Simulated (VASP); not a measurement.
# MgMnV4O12 (P1) in VASP: a series of runs, part 2 of 2

VASP 6.6.1.

**3. Electric field gradients, PBE+U, collinear spin, ferromagnetic start**

File INCAR:

```
SYSTEM = MgMnV4O12
PREC     = Accurate       ! precision mode
ENCUT    = 520            ! plane-wave cutoff, eV
EDIFF    = 1E-8           ! SCF threshold, eV
ISMEAR   = -1             ! smearing method
SIGMA    = 0.02           ! smearing width, eV
LREAL    = Auto         
LASPH    = .TRUE.         ! aspherical terms in the spheres
NELM     = 150            ! most SCF steps
ALGO     = Normal         ! electronic algorithm
ISIF     = 2              ! what is computed and relaxed
LWAVE    = .FALSE.        ! write WAVECAR
LCHARG   = .FALSE.        ! write CHGCAR
ISPIN    = 2              ! spin polarisation
MAGMOM   = 0 5 0 0 0 0 0 0 0 0 0 0 0 0 0 0 0 0 ! initial moments
LORBIT   = 11             ! projections on sites
LMAXMIX  = 4              ! l up to which the mixer works
LDAU     = .TRUE.         ! DFT+U
LDAUTYPE = 2            
LDAUL    = -1 2 -1 -1     ! shell
LDAUU    = 0 2.9 0 0      ! U, eV
LDAUJ    = 0 0 0 0      
LDAUPRINT= 1            
GGA      = PE             ! functional
LEFG     = .TRUE.       
NBANDS   = 88             ! bands
KPAR     = 4
```

File KPOINTS:

```
regular mesh
0
G
  5 4 3
  0 0 0
```

File POSCAR:

```
MgMnV4O12
1.0
    4.9669263940      0.0000000000      0.0000000000
   -0.0225985322      5.2997886082      0.0000000000
   -0.1121097943     -0.8454855568      7.6846415694
Mg Mn V O
1 1 4 12
Direct
    0.4996930000      0.9295270000      0.2838480000
    0.0021940000      0.4161540000      0.2889330000
    0.0068220000      0.9847860000      0.9872580000
    0.4979330000      0.5285900000      0.5341130000
    0.0063030000      0.0169580000      0.5326570000
    0.5102610000      0.4811690000      0.9892500000
    0.2846850000      0.2350930000      0.4151920000
    0.1083720000      0.0258980000      0.7417290000
    0.3083390000      0.8506180000      0.0494540000
    0.1912630000      0.7151550000      0.4094980000
    0.8113820000      0.7303510000      0.9308400000
    0.3954310000      0.5375430000      0.7397350000
    0.6522480000      0.5533540000      0.2103740000
    0.2007760000      0.3491910000      0.0445460000
    0.7853210000      0.3321780000      0.5272750000
    0.6925510000      0.2259720000      0.9219270000
    0.8684010000      0.0710660000      0.2135440000
    0.6720730000      0.8315280000      0.5178950000
```

Potentials or basis: VASP PAW PBE potentials, release 64 (Mg, Mn_pv, V_sv, O).

Started as:

```sh
$ cat potpaw_PBE.64/Mg/POTCAR potpaw_PBE.64/Mn_pv/POTCAR potpaw_PBE.64/V_sv/POTCAR potpaw_PBE.64/O/POTCAR > POTCAR
$ mpirun -np 4 vasp_std > vasp.out
```

OUTCAR:

```text
SYSTEM = MgMnV4O12
   PREC = Accurate
   ENCUT = 520
   EDIFF = 1E-8
   ISMEAR = -1
   LREAL = Auto
   LASPH = .TRUE.
   NELM = 150
   ISIF = 2
   ISPIN = 2
   LORBIT = 11
   GGA = PE

 ion  position               nearest neighbor table
   1  0.500  0.930  0.284-   9 2.04  17 2.08  18 2.11   7 2.12  13 2.16  10 2.20   4 3.03   6 3.11
                             5 3.14   5 3.15
   2  0.002  0.416  0.289-  17 1.97  10 1.98  13 2.00   7 2.00  14 2.14  15 2.23   5 2.98
   3  0.007  0.985  0.987-  11 1.67   9 1.74  17 1.90   8 2.01  16 2.11  14 2.15
   4  0.498  0.529  0.534-  12 1.67  15 1.77  18 1.84   7 2.01  10 2.10   1 3.03
   5  0.006  0.017  0.533-   8 1.68  18 1.92  10 2.00  15 2.01   7 2.08   2 2.98   1 3.14   1 3.15

   6  0.510  0.481  0.989-  16 1.67  14 1.76  13 1.84  12 2.06  11 2.08   9 2.21   1 3.11
   7  0.285  0.235  0.415-   2 2.00   4 2.01   5 2.08   1 2.12
   8  0.108  0.026  0.742-   5 1.68   3 2.01
   9  0.308  0.851  0.049-   3 1.74   1 2.04   6 2.21
  10  0.191  0.715  0.409-   2 1.98   5 2.00   4 2.10   1 2.20
  11  0.811  0.730  0.931-   3 1.67   6 2.08
[... 4433 lines left out ...]
   1       0.013       0.756       1.000
   2       0.046       0.188       1.000
   3      -0.117       0.723       1.000
   4       0.083       0.510       1.000
   5       0.096       0.167       1.000
   6      -0.092       0.689       1.000
[... 10 lines left out ...]
  17      -0.121       0.460       1.000
  18       0.131       0.189       1.000
----------------------------------------------------------------------

 total charge

# of ion       s       p       d       tot
------------------------------------------
    1        0.132   0.150   0.066   0.348
    2        0.271   6.294   4.828  11.394
    3        2.333   6.378   3.000  11.712
    4        2.335   6.364   3.037  11.736
    5        2.281   6.286   2.963  11.530
    6        2.335   6.374   3.020  11.729
[... 10 lines left out ...]
   17        1.567   3.458   0.000   5.025
   18        1.570   3.465   0.000   5.035
--------------------------------------------------
tot         28.618  73.054  16.914 118.586

 magnetization (x)

# of ion       s       p       d       tot
------------------------------------------
    1        0.002   0.001   0.000   0.003
    2        0.028   0.032   3.854   3.913
    3        0.001   0.000   0.040   0.042
    4        0.003   0.003   0.179   0.185
    5        0.007   0.006   0.760   0.774
    6        0.003   0.002   0.114   0.118
[... 10 lines left out ...]
   17        0.001  -0.032   0.000  -0.031
   18       -0.000  -0.006   0.000  -0.006
--------------------------------------------------
tot          0.051  -0.173   4.947   4.825
```

OSZICAR:

```text
N       E                     dE             d eps       ncg     rms          rms(c)
DAV:   1     0.188995910066E+04    0.18900E+04   -0.76741E+04 11112   0.169E+03
DAV:   2     0.574987975687E+02   -0.18325E+04   -0.17189E+04 11408   0.519E+02
[... 21 lines left out ...]
DAV:  24    -0.144981680622E+03   -0.11102E-05   -0.78552E-06 12592   0.130E-02    0.159E-02
DAV:  25    -0.144981680467E+03    0.15517E-06   -0.20170E-06 14000   0.966E-03    0.950E-03
DAV:  26    -0.144981680448E+03    0.19565E-07   -0.84359E-07 12272   0.434E-03    0.441E-03
DAV:  27    -0.144981680427E+03    0.20806E-07   -0.26442E-07 13552   0.258E-03    0.185E-03
DAV:  28    -0.144981680404E+03    0.23196E-07   -0.22678E-08  8424   0.794E-04    0.109E-03
DAV:  29    -0.144981680413E+03   -0.90713E-08   -0.18196E-08  7552   0.657E-04
   1 F= -.14498168E+03 E0= -.14498167E+03  d E =-.177304E-04  mag=     5.0000
```

It took 5.9 min on 4 MPI ranks of Intel Xeon 6975P-C (Granite Rapids), shared host; peak memory 0.83 GiB.

What came out:

```yaml
Free_energy: -144.9817 eV
Pressure: -4.5 GPa
Largest_force: 1.447 eV/Å
Band_gap_on_the_k_mesh: 0.28 eV (least direct gap 0.36 eV)
Net_moment: 5.00 μB per cell
Site_moments: Mg +0.00; Mn +3.91; V +0.04, +0.18, +0.77, +0.12; O -0.03, -0.06, -0.00, -0.04, -0.01, -0.02, +0.00 (each value once) μB
Largest_electric_field_gradient_by_atom: Mg +5.5; Mn +18.9; V -48.5, +34.5, +39.7, -37.9; O -40.4, +19.3, -36.7, -47.3, +28.9, +21.4, +41.1, -38.9, +33.4, +22.7, -50.2, +54.1 V/Å²
Valence_electrons_inside_the_program's_atomic_spheres: Mg 0.35; Mn 11.39; V 11.71, 11.74, 11.53, 11.73; O 5.03, 4.99, 5.02, 5.01, 5.04 (each value once)
```

Forces in eV/Å, atoms in the order of the input:
```
Mg   0.028 -0.012 -0.068
Mn  -0.063  0.011 -0.160
V   -0.109 -0.897  0.545
V   -0.028 -0.204  0.762
V   -0.068 -0.146  0.716
V    0.063 -0.845  0.280
O   -0.072 -0.231  0.243
O   -0.436  0.093 -1.376
O   -0.553  0.317 -0.198
O   -0.182  0.479  0.344
O    0.459  0.650  0.196
O    0.326  0.050 -0.741
O   -0.176  0.007 -0.399
O    0.457  0.258 -0.142
O    0.019 -0.241  0.047
O   -0.375  0.607  0.260
O    0.072 -0.107 -0.367
O    0.638  0.211  0.057
```

Levels at points of the mesh, in eV from the valence-band top:
Spin up:
```tsv
k point	band 70	band 71	band 72	band 73	band 74	band 75
(0.00, 0.00, 0.00)	-1.56	-0.93	-0.46	0.49	0.65	0.82
(0.00, 0.50, 0.00)	-1.77	-0.98	-0.02	0.34	0.64	0.67
```
Spin down:
| k point | band 64 | band 65 | band 66 | band 67 | band 68 | band 69 | band 70 | band 71 |
| --- | --- | --- | --- | --- | --- | --- | --- | --- |
| (0.00, 0.00, 0.00) | -2.22 | -1.98 | -1.86 | -1.49 | 0.41 | 0.77 | 0.81 | 1.09 |
| (0.00, 0.50, 0.00) | -2.10 | -2.05 | -1.84 | -1.78 | 0.66 | 0.72 | 0.93 | 1.09 |

Electric field gradients, principal values (V/Å²):
| atom | least | middle | greatest (by size) |
| --- | --- | --- | --- |
| 1 Mg | -0.674 | -4.848 | 5.521 |
| 2 Mn | -7.675 | -11.223 | 18.898 |
| 3 V | 6.713 | 41.807 | -48.521 |
| 4 V | -8.442 | -26.010 | 34.452 |
| 5 V | -16.552 | -23.169 | 39.721 |
| 6 V | 5.887 | 32.006 | -37.893 |
| 7 O | 4.364 | 36.007 | -40.371 |
| 8 O | -7.927 | -11.343 | 19.270 |
| 9 O | 13.146 | 23.586 | -36.732 |
| 10 O | 8.456 | 38.881 | -47.338 |
| 11 O | -6.323 | -22.548 | 28.871 |
| 12 O | -0.874 | -20.517 | 21.390 |
| 13 O | -5.870 | -35.197 | 41.067 |
| 14 O | 11.148 | 27.733 | -38.881 |
| 15 O | -9.589 | -23.823 | 33.411 |
| 16 O | -5.590 | -17.139 | 22.729 |
| 17 O | 13.549 | 36.663 | -50.212 |
| 18 O | -21.918 | -32.154 | 54.072 |

Eigenvalues of the final occupation matrices:
```tsv
site	spin	trace	eigenvalues
site 2 d	1	4.36	0.56 0.94 0.95 0.95 0.95
site 2 d	2	0.50	0.04 0.04 0.06 0.13 0.22
```

Caveat: the cell stands under tension; without QUAD_EFG the Cq values of the log hold for a quadrupole moment of 1 mb, not for the nuclei; a cell with one magnetic atom can't hold antiferromagnetic order, which such compounds often take; forces of over 1 eV/Å act on the atoms, so gaps and moduli don't describe the material at rest.
